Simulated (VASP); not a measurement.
# Te (P3_221) in VASP: notebook

Runs on Te. Level: PBE+D3(BJ). Tasks: relaxation of cell and atoms, single point.

Program: VASP 6.6.1. These are calculated values, not measurements. Logs are shortened: lines on timing, memory, paths and dates and some standing lists are left out, and cuts for length are marked.

## (1) The cell of the first run

It takes space group P3_221 (No. 154, trigonal). The conventional cell has a = 4.318 Å, b = 4.318 Å, c = 5.967 Å, α = 90.00°, β = 90.00°, γ = 120.00°. Te (site symmetry 2) has 6 Te at 2.91 to 3.35 Å within 3.8 Å.

## (2) Relaxation of cell and atoms, PBE+D3(BJ)

Contents of INCAR:

```
SYSTEM = Te
  ALGO = Normal
  EDIFF = 1E-6
  EDIFFG = -0.005
  ENCUT = 600
  GGA = PE
  IBRION = 2
  ISIF = 3
  ISMEAR = 0
  IVDW = 12
  LASPH = .True.
  LCHARG = .False.
  LREAL = .False.
  LWAVE = .False.
  NELM = 60
  NSW = 100
  PREC = Accurate
  SIGMA = 0.1
```

Contents of KPOINTS:

```
k-points
0
Gamma
  12 12 8
  0 0 0
```

Contents of POSCAR:

```
Te
1.0
    4.3181152236      0.0000000000      0.0000000000
   -2.1590576118      3.7395974801      0.0000000000
    0.0000000000      0.0000000000      5.9667206251
Te
3
Direct
    0.2846813401      0.0000000000      0.1666666667
    0.0000000000      0.2846813401      0.8333333333
    0.7153186599      0.7153186599      0.5000000000
```

Potentials or basis: VASP PAW PBE potentials, release 64 (Te).

Run with:

```sh
> cat potpaw_PBE.64/Te/POTCAR > POTCAR
> mpirun -np 1 vasp_std > vasp.out
```

OUTCAR:

```text
SYSTEM = Te
   EDIFF = 1E-6
   EDIFFG = -0.005
   ENCUT = 600
   GGA = PE
   IBRION = 2
   ISIF = 3
   ISMEAR = 0
   IVDW = 12
   LASPH = .True.
   LREAL = .False.
   NELM = 60
   NSW = 100
   PREC = Accurate
 IVDW          = 12

 ion  position               nearest neighbor table
   1  0.285  0.000  0.167-   3 2.91   2 2.91   3 3.35   3 3.35   2 3.35   2 3.35
   2  0.000  0.285  0.833-   3 2.91   1 2.91   3 3.35   3 3.35   1 3.35   1 3.35
   3  0.715  0.715  0.500-   2 2.91   1 2.91   1 3.35   2 3.35   2 3.35   1 3.35

  LATTYP: Found a hexagonal cell.
 ALAT       =     4.3181152236
 C/A-ratio  =     1.3817881914

  Lattice vectors:

 A1 = (   4.3181152236,   0.0000000000,   0.0000000000)
 A2 = (  -2.1590576118,   3.7395974801,   0.0000000000)
 A3 = (   0.0000000000,   0.0000000000,   5.9667206251)

Analysis of symmetry for initial positions (statically):
=====================================================================
 Subroutine PRICEL returns:
 Original cell was already a primitive cell.

 Routine SETGRP: Setting up the symmetry group for a
 hexagonal supercell.

 Subroutine GETGRP returns: Found  6 space group operations
 (whereof  2 operations were pure point group operations)
 out of a pool of 24 trial point group operations.

The static configuration has the point symmetry C_2 .
 The point group associated with its full space group is D_3 .

Analysis of symmetry for dynamics (positions and initial velocities):
=====================================================================
 Subroutine PRICEL returns:
 Original cell was already a primitive cell.

 Routine SETGRP: Setting up the symmetry group for a
 hexagonal supercell.

 Subroutine GETGRP returns: Found  6 space group operations
 (whereof  2 operations were pure point group operations)
 out of a pool of 24 trial point group operations.

The dynamic configuration has the point symmetry C_2 .
 The point group associated with its full space group is D_3 .

 Subroutine INISYM returns: Found  6 space group operations
 (whereof  2 operations are pure point group operations),
 and found     1 'primitive' translations

----------------------------------------------------------------------------------------

                                     Primitive cell

  volume of cell :      96.3507

  direct lattice vectors                    reciprocal lattice vectors
     4.318115224  0.000000000  0.000000000     0.231582519  0.133704230  0.000000000
    -2.159057612  3.739597480  0.000000000     0.000000000  0.267408459  0.000000000
     0.000000000  0.000000000  5.966720625     0.000000000  0.000000000  0.167596250

  length of vectors
     4.318115224  4.318115224  5.966720625     0.267408459  0.267408459  0.167596250

  position of ions in fractional coordinates (direct lattice)
     0.284681340  0.000000000  0.166666667
     0.000000000  0.284681340  0.833333333
     0.715318660  0.715318660  0.500000000

  ion indices of the primitive-cell ions
   primitive index   ion index
                 1           1
                 2           2
                 3           3

----------------------------------------------------------------------------------------

 KPOINTS: k-points

Automatic generation of k-mesh.
 Grid dimensions read from file:
 generate k-points for:   12   12    8

 Generating k-lattice:

  Cartesian coordinates                     Fractional coordinates (reciprocal lattice)
     0.019298543  0.011142019  0.000000000     0.083333333  0.000000000  0.000000000
     0.000000000  0.022284038  0.000000000     0.000000000  0.083333333  0.000000000
     0.000000000  0.000000000  0.020949531     0.000000000  0.000000000  0.125000000

  Length of vectors
     0.022284038  0.022284038  0.020949531

  Shift w.r.t. Gamma in fractional coordinates (k-lattice)
     0.000000000  0.000000000  0.000000000

 Subroutine IBZKPT returns following result:
 ===========================================

 Found    131 irreducible k-points:

 Following reciprocal coordinates:
            Coordinates               Weight
  0.000000  0.000000  0.000000      1.000000
  0.083333  0.000000  0.000000      6.000000
  0.166667 -0.000000  0.000000      6.000000
  0.250000 -0.000000  0.000000      6.000000
  0.333333 -0.000000  0.000000      6.000000
  0.416667 -0.000000  0.000000      6.000000
[... 16 lines left out ...]
  0.166667 -0.000000  0.125000      6.000000
  0.000000  0.166667  0.125000      6.000000
 [... further k-points ...]
   k-points           NKPTS =    131   k-points in BZ     NKDIM =    131   number of bands    NBANDS=     13
   number of dos      NEDOS =    301   number of ions     NIONS =      3
   total plane-waves  NPLWV =  62208
   dimension x,y,z NGX =    36 NGY =   36 NGZ =   48
   dimension x,y,z NGXF=    72 NGYF=   72 NGZF=   96
   ions per type =               3
   NGX,Y,Z   is equivalent  to a cutoff of  13.86, 13.86, 13.37 a.u.
   NGXF,Y,Z  is equivalent  to a cutoff of  27.72, 27.72, 26.75 a.u.
 SYSTEM =  Te
   PREC   = accura    normal or accurate (medium, high low for compatibility)
   ISTART =      0    job   : 0-new  1-cont  2-samecut
   ICHARG =      2    charge: 1-file 2-atom 10-const
   ISPIN  =      1    spin polarized calculation?
   LNONCOLLINEAR =      F non collinear calculations
   LSORBIT =      F    spin-orbit coupling
   LASPH  =      T    aspherical Exc in radial PAW
   ENCUT  =  600.0 eV  44.10 Ry    6.64 a.u.   8.62  8.62 11.92*2*pi/ulx,y,z
   NELM   =     60;   NELMIN=  2; NELMDL= -5     # of ELM steps
   EDIFF  = 0.1E-05   stopping-criterion for ELM
   LREAL  =      F    real-space projection
   EDIFFG = -.5E-02   stopping-criterion for IOM
   NSW    =    100    number of steps for IOM
   IBRION =      2    ionic relax: 0-MD 1-quasi-New 2-CG
   NFREE  =      1    steps in history (QN), initial steepest desc. (CG)
   ISIF   =      3    stress and relaxation
   ISYM   =      2    0-nonsym 1-usesym 2-fastsym
   POTIM  = 0.5000    time-step for ionic-motion
   TEBEG  =    0.0;   TEEND  =   0.0 temperature during run
   PSTRESS=    0.0 pullay stress
   NELECT =      18.0000    total number of electrons
   NUPDOWN=      -1.0000    fix difference up-down
   EMIN   =  10.00;   EMAX   =-10.00  energy-range for DOS
   EFERMI =   0.00;   METHOD = LEGACY
   ISMEAR =     0;   SIGMA  =   0.10  broadening in eV -4-tet -1-fermi 0-gaus
   EFERMI_NEDOS =   21; number of points for ismear=-14 and -15
   IALGO  =     38    algorithm
   IMIX   =      4    mixing-type and parameters
     AMIX     =   0.40;   BMIX     =  1.00
     AMIX_MAG =   1.60;   BMIX_MAG =  1.00
  volume/ion in A,a.u.               =      32.12       216.74
  Fermi-wavevector in a.u.,A,eV,Ry     =   0.935867  1.768532 11.916619  0.875847
  Thomas-Fermi vector in A             =   2.062818
   LORBIT       =      0    0 simple, 1 ext, 2 COOP (PROOUT), +10 PAW based schemes
   GGA     = PE    functional components
   LHFCALC =     F    Hartree Fock is set to
   AEXX    =    0.0000 exact exchange contribution
   IVDW    =    12    specifies the selected vdW correction
   LEPSILON=     F    determine dielectric tensor
   LRPA    =     F    only Hartree local field effects (RPA)
 conjugate gradient relaxation of ions
 non-spin polarized calculation
 Gauss-broadening in eV      SIGMA  =   0.10
  energy-cutoff  :      600.00
  volume of cell :       96.35
 maximum number of plane-waves:      3240
 NGX is ok and might be reduce to    36
   NGX = 17   NGY = 17   NGZ = 23

--------------------------------------- Ionic step        1  -------------------------------------------

 number of electron      17.9999999 magnetization

 Free energy of the ion-electron system (eV)
  ---------------------------------------------------
  ext. energy  EPLUGINS =         0.00000000
  ---------------------------------------------------
  free energy    TOTEN  =        -9.37712946 eV

  energy without entropy =       -9.37685954  energy(sigma->0) =       -9.37699450

------------------------ aborting loop because EDIFF is reached ----------------------------------------

 Edisp (eV)   -1.36914

 E8    (eV) :    -0.6289

  FORCE on cell =-STRESS in cart. coord.  units (eV):
  Direction    XX          YY          ZZ          XY          YZ          ZX
  --------------------------------------------------------------------------------------
  -------------------------------------------------------------------------------------
  Total      -0.02474    -0.02474     0.01888    -0.00000    -0.00000     0.00000
  in kB      -0.41140    -0.41140     0.31393    -0.00000    -0.00000     0.00000
  external pressure =       -0.17 kB  Pullay stress =        0.00 kB
[... 145 lines left out ...]
  energy  without entropy=      -10.7461270306  energy(sigma->0) =      -10.74626297

--------------------------------------- Ionic step        5  -------------------------------------------

 number of electron      17.9999999 magnetization

 Free energy of the ion-electron system (eV)
  ---------------------------------------------------
  ext. energy  EPLUGINS =         0.00000000
  ---------------------------------------------------
  free energy    TOTEN  =        -9.37270413 eV

  energy without entropy =       -9.37243211  energy(sigma->0) =       -9.37256812

 E-fermi :   6.7447     XC(G=0):  -9.3595

 val. band max:        6.7162026866   @ k =   0.3333   0.3333   0.5000
 cond. band min:       6.9601090078   @ k =   0.0000   0.0000   0.5000
 fundamental gap:      0.2439063211
 Fermi energy:         6.7446551210

 k-point     1 :       0.0000    0.0000    0.0000
  band No.  band energies     occupation
      1      -7.1822      2.00000
      2      -3.8119      2.00000
      3      -3.8119      2.00000
      4       3.8055      2.00000
      5       4.1471      2.00000
      6       4.1471      2.00000
      7       4.9468      2.00000
      8       4.9468      2.00000
      9       5.5649      2.00000
     10       7.7112      0.00000
     11       7.7112      0.00000
     12       8.4249      0.00000
     13      11.5752      0.00000
[... 353 lines left out ...]
 k-point    24 :       0.0000    0.1667    0.1250
  band No.  band energies     occupation
      1      -6.9059      2.00000
      2      -4.4301      2.00000
      3      -3.1733      2.00000
      4       2.5045      2.00000
      5       3.4687      2.00000
      6       3.6417      2.00000
      7       5.1568      2.00000
      8       5.2994      2.00000
      9       5.5428      2.00000
     10       7.8266      0.00000
     11       7.9301      0.00000
     12       8.4050      0.00000
     13      11.2336      0.00000

 [... further k-points ...]

------------------------ aborting loop because EDIFF is reached ----------------------------------------

 Edisp (eV)   -1.37369

 E8    (eV) :    -0.6310

  FORCE on cell =-STRESS in cart. coord.  units (eV):
  Direction    XX          YY          ZZ          XY          YZ          ZX
  --------------------------------------------------------------------------------------
  -------------------------------------------------------------------------------------
  Total       0.01131     0.01131    -0.01003     0.00000     0.00000    -0.00000
  in kB       0.18859     0.18859    -0.16726     0.00000     0.00000    -0.00000
  external pressure =        0.07 kB  Pullay stress =        0.00 kB
[... 18 lines left out ...]
  FREE ENERGIE OF THE ION-ELECTRON SYSTEM (eV)
  ---------------------------------------------------
  free  energy   TOTEN  =       -10.7463949778 eV

  energy  without entropy=      -10.7461229602  energy(sigma->0) =      -10.74625897

 reached required accuracy - stopping structural energy minimisation
```

Run time: 3.2 min. Hardware: 1 thread of AMD EPYC 9R45 (Zen 5), shared host; peak memory 0.34 GiB.

Results:

| Item | Value |
| --- | --- |
| Free energy | -10.7464 eV |
| Relaxed volume | 32.02 Å³/atom |
| Relaxed cell | a = 4.307 Å, b = 4.307 Å, c = 5.978 Å, α = 90.00°, β = 90.00°, γ = 120.00° |
| Space group after relaxing (to 0.1 Å) | P3_221 (No. 154) |
| Energy gained by relaxing | 0.0 meV/atom |
| Ionic steps | 5 |
| Pressure after relaxing | 0.0 GPa |
| Largest force after relaxing | 0.004 eV/Å |
| Band gap on the k mesh | zero (filled and empty bands touch) |
| Dispersion energy per atom | -0.458 eV |

Forces in eV/Å, atoms in the order of the input:
```
Te   0.004  0.000  0.000
Te  -0.002  0.004  0.000
Te  -0.002 -0.004  0.000
```

Step by step:
```
step  energy change (eV)  largest force (eV/Å)  pressure (GPa)  volume (Å³)
   1              0.0000                0.0123           -0.02        96.35
   2              0.0000                0.0109           -0.02        96.30
   3             -0.0001                0.0070            0.00        96.16
   4             -0.0001                0.0053            0.00        96.10
   5             -0.0001                0.0041            0.01        96.05
```

Final structure:
```yaml
crystal:
  lattice:
    - [4.30719, 0.00000, 0.00000]
    - [-2.15360, 3.73014, 0.00000]
    - [0.00000, 0.00000, 5.97824]
  atoms:
    - { symbol: Te, position: [0.28556, 0.00000, 0.16667] }
    - { symbol: Te, position: [0.00000, 0.28556, 0.83333] }
    - { symbol: Te, position: [0.71444, 0.71444, 0.50000] }
```

Levels at points of the mesh, in eV from the Fermi level:
| k point | band 5 | band 6 | band 7 | band 8 | band 9 | band 10 | band 11 | band 12 | band 13 |
| --- | --- | --- | --- | --- | --- | --- | --- | --- | --- |
| (0.00, 0.00, 0.00) | -2.60 | -2.60 | -1.80 | -1.80 | -1.18 | 0.97 | 0.97 | 1.68 | 4.83 |
| (0.50, 0.00, 0.00) | -4.68 | -4.06 | -3.91 | -0.85 | -0.74 | 0.53 | 0.54 | 2.45 | 3.72 |
| (0.00, 0.00, 0.50) | -2.67 | -2.67 | -1.29 | -0.86 | -0.86 | 0.22 | 0.32 | 0.32 | 3.65 |
| (0.50, 0.00, 0.50) | -3.70 | -3.67 | -2.80 | -2.54 | -0.37 | 0.30 | 1.99 | 2.63 | 4.23 |

Caveat: spin-orbit coupling is left out, which moves the levels of the heavy elements.

## (3) Single point, PBE+D3(BJ)

This run uses another cell than the first one, of 30.50 Å³/atom.

Contents of INCAR:

```
PREC = Accurate ; ENCUT = 520
EDIFF = 1E-6 ; ISMEAR = 0
SIGMA = 0.1 ; LREAL = F
LASPH = T ; NELM = 80
ALGO = Normal ; ISIF = 2
LWAVE = F ; LCHARG = F
GGA = PE ; IVDW = 12
NBANDS = 16
```

Contents of KPOINTS:

```
regular mesh
0
Gamma
  12 12 8
```

Contents of POSCAR:

```
Te
1.0
    4.2064558044      0.0000000000      0.0000000000
   -2.1032279022      3.6428975865      0.0000000000
    0.0000000000      0.0000000000      5.9710246574
Te
3
Direct
    0.2932593995      0.0000000000      0.1666666667
    0.0000000000      0.2932593995      0.8333333333
    0.7067406005      0.7067406005      0.5000000000
```

Potentials or basis: VASP PAW PBE potentials, release 64 (Te).

Run with:

```sh
> cat potpaw_PBE.64/Te/POTCAR > POTCAR
> mpirun -np 1 vasp_std > vasp.out
```

Run time: 45 s. Hardware: 1 thread of Intel Xeon 6975P-C (Granite Rapids), shared host; peak memory 0.31 GiB.

It converged, with:

```yaml
Free_energy: -10.7200 eV
Pressure: 2.0 GPa
Largest_force: 0.013 eV/Å
Band_gap_on_the_k_mesh: zero (filled and empty bands touch)
Dispersion_energy_per_atom: -0.482 eV
```

Forces on the atoms (eV/Å):
```
Te   0.013  0.000  0.000
Te  -0.006  0.011  0.000
Te  -0.006 -0.011  0.000
```

Levels at points of the mesh, in eV from the Fermi level:
```csv
k point,band 5,band 6,band 7,band 8,band 9,band 10,band 11,band 12,band 13,band 14
"(0.00, 0.00, 0.00)",-2.48,-2.48,-1.82,-1.82,-1.31,1.06,1.06,1.85,4.75,4.75
"(0.50, 0.00, 0.00)",-4.89,-4.39,-4.08,-0.74,-0.65,0.44,0.47,2.19,3.87,8.12
"(0.00, 0.00, 0.50)",-2.66,-2.66,-1.19,-0.73,-0.73,0.15,0.37,0.37,3.46,5.02
"(0.50, 0.00, 0.50)",-3.74,-3.71,-2.97,-2.75,-0.43,0.10,2.13,2.79,4.06,4.40
```

Caveat: spin-orbit coupling is left out, which moves the levels of the heavy elements.

The gap in the log of VASP goes by the Fermi energy; the results here count the filled bands.